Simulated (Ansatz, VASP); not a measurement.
**Two plane-wave programs on HfOs**

```
Hf Os
1.0
     3.23900    0.00000    0.00000
     0.00000    3.23900    0.00000
     0.00000    0.00000    3.23900
Hf Os
1 1
Direct
  0.00000 0.00000 0.00000
  0.50000 0.50000 0.50000
```

Alike in both runs: task single point; functional LDA; k mesh 7 × 7 × 7; occupations methfessel-paxton of order 1, width 0.1 eV; no spin polarisation.

|  | VASP | Ansatz |
| --- | --- | --- |
| version | VASP 6.6.1 | Ansatz 0.2.0 |
| potentials or method | VASP PAW LDA potentials, release 64 (Hf_pv, Os) | plane waves, PAW |
| plane-wave cutoff (eV) | 520 | 420 |
| valence electrons in the cell | 18 | 42 |

```tsv
	VASP	Ansatz	Ansatz less VASP
pressure (GPa)	-8.5	-8.1	+0.34
```

LDA's correlation is that of Perdew and Zunger in VASP and of Perdew and Wang (1992) in Ansatz. VASP's potentials hold 18 valence electrons a cell and Ansatz's 42, so a difference there can come from the potentials and not from the codes.

Neither program's run includes spin-orbit coupling.
